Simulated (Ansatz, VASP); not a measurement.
## Two plane-wave programs on MnO2

Contents of INCAR:

```
ALGO     = Normal         # electronic algorithm
EDIFF    = 1E-7           # SCF threshold, eV
ENCUT    = 520            # plane-wave cutoff, eV
GGA      = PS             # functional
ISIF     = 2              # what is computed and relaxed
ISMEAR   = -1             # smearing method
ISPIN    = 2              # spin polarisation
LASPH    = True           # aspherical terms in the spheres
LCHARG   = False          # write CHGCAR
LMAXMIX  = 4              # l up to which the mixer works
LORBIT   = 11             # projections on sites
LREAL    = False          # projectors in reciprocal space
LWAVE    = False          # write WAVECAR
MAGMOM   = -2.09 0 0      # initial moments
NBANDS   = 24             # bands
NELM     = 150            # most SCF steps
PREC     = Accurate       # precision mode
SIGMA    = 0.05           # smearing width, eV
```

The input KPOINTS:

```
k-points
0
Gamma
  11 11 6
```

The input POSCAR:

```
MnO2
1.0
    2.8565781804      0.0000000000      0.0000000000
   -1.4282890902      2.4738692722      0.0000000000
    0.0000000000      0.0000000000      4.6013740589
Mn O
1 2
Direct
    0.0000000000      0.0000000000      0.5000000000
    0.3333333333      0.6666666667      0.7062925700
    0.6666666667      0.3333333333      0.2937074300
```

File input.yaml:

```yaml
crystal:
  lattice:
    - [2.8565781804, 0.0, 0.0]
    - [-1.4282890902, 2.4738692722, 0.0]
    - [0.0, 0.0, 4.6013740589]
  atoms:
    - { symbol: Mn, position: [0.0, 0.0, 0.5], spin: -2.09 }
    - { symbol: O, position: [0.3333333333, 0.6666666667, 0.70629257] }
    - { symbol: O, position: [0.6666666667, 0.3333333333, 0.29370743] }
hamiltonian:
  xc: pbesol
  pseudopotentials: { kind: paw }
magnetization:
  spin_polarized: true
kpoints:
  mp_grid: { grid: [11, 11, 6] }
scf:
  occupations: { method: fermi_dirac, width: 0.05 }
output:
  forces: true
  stress: true
  eigenvalues: true
```

Alike in both runs: task single point; functional PBEsol; k mesh 11 × 11 × 6; occupations fermi-dirac, width 0.05 eV; collinear spin.

```csv
,VASP,Ansatz
version,VASP 6.6.1,Ansatz 0.2.0
potentials or method,"VASP PAW PBE potentials, release 64 (Mn_pv, O)",Ansatz PAW
plane-wave cutoff (eV),520,420
valence electrons in the cell,25,27
```

VASP gave:

| Property | Result |
| --- | --- |
| gap on the k mesh at the Fermi level (eV) | 0.70 |
| least direct gap on the mesh (eV) | 0.75 |
| pressure (GPa) | -1.2 |
| traceless stress, the component that is largest in VASP (GPa) | 1.16 |
| rms of the force components (eV/Å) | 0.038 |
| net moment per atom (μB) | 1.00 |
| size of the moment on the site where the two differ most (μB) | 2.84 |

Task: Estimate Ansatz's values.

Result: gap on the k mesh at the Fermi level (eV): 0.73; least direct gap on the mesh (eV): 0.79; pressure (GPa): -2.2; traceless stress, the component that is largest in VASP (GPa): 1.58; rms of the force components (eV/Å): 0.077; net moment per atom (μB): 1.00; size of the moment on the site where the two differ most (μB): 2.49.

VASP's potentials were made for PBE, not for PBEsol. Site moments also hang on the region over which each program counts them. Atom by atom the forces differ by 0.039 eV/Å (rms over components). VASP's potentials hold 25 valence electrons a cell and Ansatz's 27, so a difference there can come from the potentials and not from the codes.

Noted on Ansatz's run: odd divisions of the mesh miss points on the zone boundary, where band edges often lie, so the gap on the mesh can be too wide.
